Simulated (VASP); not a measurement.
Runs of VASP 6.6.1 on BiTe. The structure is trigonal, space group R-3m (No. 166). Conventional cell: a = 4.845 Å, b = 4.845 Å, c = 9.952 Å, α = 90.00°, β = 90.00°, γ = 120.00°. Bi (site symmetry -3m) has 6 Te at 3.25 Å within 4.3 Å. Within 4.3 Å of Te (site symmetry -3m) lie 6 Bi at 3.25 Å. 

```tsv
level	k mesh	cutoff (eV)	smearing	gap on the mesh (eV)	pressure (GPa)	largest force (eV/Å)
PBE	6 × 6 × 6	500	gaussian 0.1 eV	none	-0.1	-
PBE	3 × 3 × 3, shifted	500	gaussian 0.1 eV	none	-0.3	-
PBE	6 × 6 × 6	520	gaussian 0.1 eV	none	-0.1	-
r2SCAN	3 × 3 × 3	550	gaussian 0.22 eV	none	(a)	0.05
PBE	4 × 4 × 4	520	gaussian 0.1 eV	none	(b)	0.07
```

Alike in all rows: task single point; potentials or basis VASP PAW PBE potentials, release 64 (Bi_d, Te); no spin polarisation; cell as given.

Task: Fill in the values left out.

Result: (a) -0.8; (b) 0.0.

Caveats: some runs use coarse meshes; spin-orbit coupling is left out, which moves the levels of the heavy elements; the PAW data sets were made with another functional, which shifts forces and pressure a little (some runs).

A k mesh can miss the band edges, and the runs leave out spin-orbit coupling on Bi, Te.

A gap of «none» marks levels without a gap at the run's occupations.
